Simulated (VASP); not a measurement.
Input of a VASP 6.6.1 run:

File INCAR:

```
SYSTEM = AlAs
PREC = Accurate
ENCUT = 500
EDIFF = 1E-6
ISMEAR = 0
SIGMA = 0.01
LREAL = .FALSE.
LASPH = .TRUE.
NELM = 120
ALGO = Normal
ISIF = 2
LWAVE = .FALSE.
LCHARG = .FALSE.
GGA = PS
NBANDS = 11
GGA_COMPAT = .FALSE.
```

The input KPOINTS:

```
regular mesh
0
G
  8 8 8
  0 0 0
```

Contents of POSCAR:

```
AlAs
1.0
    0.0000000000      2.8372989790      2.8372989790
    2.8372989790      0.0000000000      2.8372989790
    2.8372989790      2.8372989790      0.0000000000
Al As
1 1
Direct
    0.0000000000      0.0000000000      0.0000000000
    0.2500000000      0.2500000000      0.2500000000
```

Potentials or basis: VASP PAW PBE potentials, release 64 (Al, As).

Run with:

```console
$ cat potpaw_PBE.64/Al/POTCAR potpaw_PBE.64/As/POTCAR > POTCAR
$ mpirun -np 1 vasp_std > vasp.out
```

Task: What does it give for the pressure?

Result: 0.3 GPa.

Task: Predict the band gap on the k mesh.

Result: 1.33 eV, indirect (least direct gap 1.92 eV).

Caveat: the PAW data sets were made with another functional, which shifts forces and pressure a little. A k mesh can miss the band edges.
